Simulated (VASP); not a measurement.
## Al: relaxation of volume and atoms at fixed shape with LDA

Crystal: Al.

```
CELL_PARAMETERS angstrom
0.00000 2.02481 2.02481
2.02481 0.00000 2.02481
2.02481 2.02481 0.00000
ATOMIC_POSITIONS crystal
Al 0.00000 0.00000 0.00000
```

- Program: VASP 6.6.1
- Task: relaxation of volume and atoms at fixed shape
- Functional: LDA
- Potentials or basis: VASP PAW LDA potentials, release 64 (Al)
- Cutoff: 500 eV
- k mesh: 9 × 9 × 9
- Occupations: fermi-dirac, width 0.05 eV
- Spin: no spin polarisation
- Dipole correction: no
- Further INCAR settings: ALGO = Normal; EDIFF = 1e-07; IBRION = 2; EDIFFG = -0.03; NSW = 50; ISIF = 8

The relaxed volume is 15.89 Å³/atom, the relaxed cell is a = 2.822 Å, b = 2.822 Å, c = 2.822 Å, α = 60.00°, β = 60.00°, γ = 60.00° and the space group after relaxing (to 0.05 Å) is Fm-3m (No. 225). The energy gained by relaxing is 7.8 meV/atom, the ionic steps are 3 and the pressure after relaxing is 0.0 GPa.

The path:
| step | energy change (eV) | largest force (eV/Å) | pressure (GPa) | volume (Å³) |
| --- | --- | --- | --- | --- |
| 1 | 0.0000 | 0.0000 | -3.39 | 16.60 |
| 2 | -0.0076 | 0.0000 | 0.64 | 15.77 |
| 3 | -0.0078 | 0.0000 | 0.01 | 15.89 |

Final structure:
```
Al
1.0
     0.00000    1.99537    1.99537
     1.99537    0.00000    1.99537
     1.99537    1.99537    0.00000
Al
1
Direct
  0.00000 0.00000 0.00000
```

Levels at points of the mesh, in eV from the Fermi level:
| k point | band 1 | band 2 | band 3 | band 4 |
| --- | --- | --- | --- | --- |
| (0.00, 0.00, 0.00) | -11.33 | 12.81 | 12.81 | 12.81 |

Run time: 1.9 s on 1 thread of Intel(R) Xeon(R) 6975P-C (Granite Rapids) (shared host), peak memory 0.12 GiB.

LDA usually gives volumes a few per cent too small. Zero-point motion and thermal expansion aren't in these numbers.
